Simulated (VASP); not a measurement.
Here is a VASP 6.6.1 calculation.

Contents of POSCAR:

```
Cd3HgTe4
1.0
   -3.3130741782      3.3130741782      6.6269859383
    3.3130741782     -3.3130741782      6.6269859383
    3.3130741782      3.3130741782     -6.6269859383
Cd Te Hg
3 4 1
Direct
    0.7500000000      0.2500000000      0.5000000000
    0.5000000000      0.5000000000      0.0000000000
    0.2500000000      0.7500000000      0.5000000000
    0.1252970005      0.6240322503      0.0000000000
    0.8747029995      0.8747029995      0.4987352498
    0.6240322503      0.1252970005      0.0000000000
    0.3759677497      0.3759677497      0.5012647502
    0.0000000000      0.0000000000      0.0000000000
```

Contents of INCAR.step1:

```
SYSTEM = Cd3HgTe4
ALGO = Normal
EDIFF = 1E-4
ENCUT = 520
GGA = PE
ISMEAR = 0
LASPH = .TRUE.
LCHARG = .FALSE.
LREAL = .FALSE.
LWAVE = .TRUE.
NBANDS = 46
NELM = 100
PREC = Accurate
SIGMA = 0.01
```

The input INCAR.step2:

```
SYSTEM = Cd3HgTe4
ALGO = Normal
EDIFF = 1E-6
ENCUT = 520
ISIF = 2
ISMEAR = 0
ISTART = 1
LASPH = .TRUE.
LCHARG = .FALSE.
LMIXTAU = .TRUE.
LREAL = .FALSE.
LWAVE = .FALSE.
METAGGA = R2SCAN
NBANDS = 46
NELM = 100
PREC = Accurate
SIGMA = 0.01
```

KPOINTS

```
k-points
0
G
  4 4 4
  0 0 0
```

Potentials or basis: VASP PAW PBE potentials, release 64 (Cd, Te, Hg).

Launch:

```bash
$ cat potpaw_PBE.64/Cd/POTCAR potpaw_PBE.64/Te/POTCAR potpaw_PBE.64/Hg/POTCAR > POTCAR
$ cp INCAR.step1 INCAR
$ mpirun -np 1 vasp_std > vasp.out
$ cp INCAR.step2 INCAR
$ mpirun -np 1 vasp_std > vasp.out
```

**Question.** Predict the band gap on the k mesh.

**Answer.** 0.62 eV.

**Question.** Estimate the pressure.

**Answer.** -1.0 GPa.

Caveat: the PAW data sets were made with another functional, which shifts forces and pressure a little; spin-orbit coupling is left out, which moves the levels of the heavy elements.
